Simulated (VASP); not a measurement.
Here is a VASP 6.6.1 calculation.

Contents of INCAR:

```
PREC     = Accurate       # precision mode
ENCUT    = 520            # plane-wave cutoff, eV
EDIFF    = 1E-6           # SCF threshold, eV
ISMEAR   = 0              # smearing method
SIGMA    = 0.020999999999999998 # smearing width, eV
LREAL    = F              # projectors in reciprocal space
LASPH    = T              # aspherical terms in the spheres
NELM     = 80             # most SCF steps
ALGO     = Normal         # electronic algorithm
ISIF     = 2              # what is computed and relaxed
LWAVE    = F              # write WAVECAR
LCHARG   = F              # write CHGCAR
GGA      = PE             # functional
NBANDS   = 14             # bands
```

File KPOINTS:

```
Automatic mesh
0
Gamma
  10 10 10
```

Contents of POSCAR:

```
ZrB
1.0
    0.0000000000      2.3250000000      2.3250000000
    2.3250000000      0.0000000000      2.3250000000
    2.3250000000      2.3250000000      0.0000000000
Zr B
1 1
Direct
    0.0000000000      0.0000000000      0.0000000000
    0.5000000000      0.5000000000      0.5000000000
```

Potentials or basis: VASP PAW PBE potentials, release 64 (Zr_sv, B).

The run is started by

```sh
$ cat potpaw_PBE.64/Zr_sv/POTCAR potpaw_PBE.64/B/POTCAR > POTCAR
$ mpirun -np 1 vasp_std > vasp.out
```

Estimate the pressure.

34.6 GPa.
